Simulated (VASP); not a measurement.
A run of VASP 6.6.1 is set up as follows.

INCAR

```
  PREC = Accurate
  ENCUT = 520
  EDIFF = 1E-6
  ISMEAR = -1
  SIGMA = 0.05
  LREAL = False
  LASPH = True
  NELM = 60
  ALGO = Normal
  ISIF = 2
  LWAVE = False
  LCHARG = False
  GGA = PE
  NBANDS = 22
```

File KPOINTS:

```
regular mesh
0
Gamma
  6 6 6
```

Contents of POSCAR:

```
InSb3
1.0
    0.0000000000      3.7945550000      3.7945550000
    3.7945550000      0.0000000000      3.7945550000
    3.7945550000      3.7945550000      0.0000000000
Sb In
3 1
Direct
    0.5054790000      0.5113180000      0.4848070000
    0.7513440000      0.7508040000      0.7319410000
    0.2428190000      0.2631560000      0.2466500000
   -0.0085640000     -0.0051780000      0.0091680000
```

Potentials or basis: VASP PAW PBE potentials, release 64 (Sb, In_d).

Launch:

```sh
$ cat potpaw_PBE.64/Sb/POTCAR potpaw_PBE.64/In_d/POTCAR > POTCAR
$ mpirun -np 1 vasp_std > vasp.out
```

Estimate the band gap on the k mesh.

zero (bands 14 and 15 overlap by 3.28 eV).

What does it give for the largest force?

0.215 eV/Å.

Estimate the pressure.

-0.2 GPa.

Stress tensor (GPa, compression positive):
```
-0.08  0.06  0.05
 0.06 -0.22  0.26
 0.05  0.26 -0.15
```

Caveat: the cell differs from its parent crystal (atoms moved at random); spin-orbit coupling is left out, which moves the levels of the heavy elements.
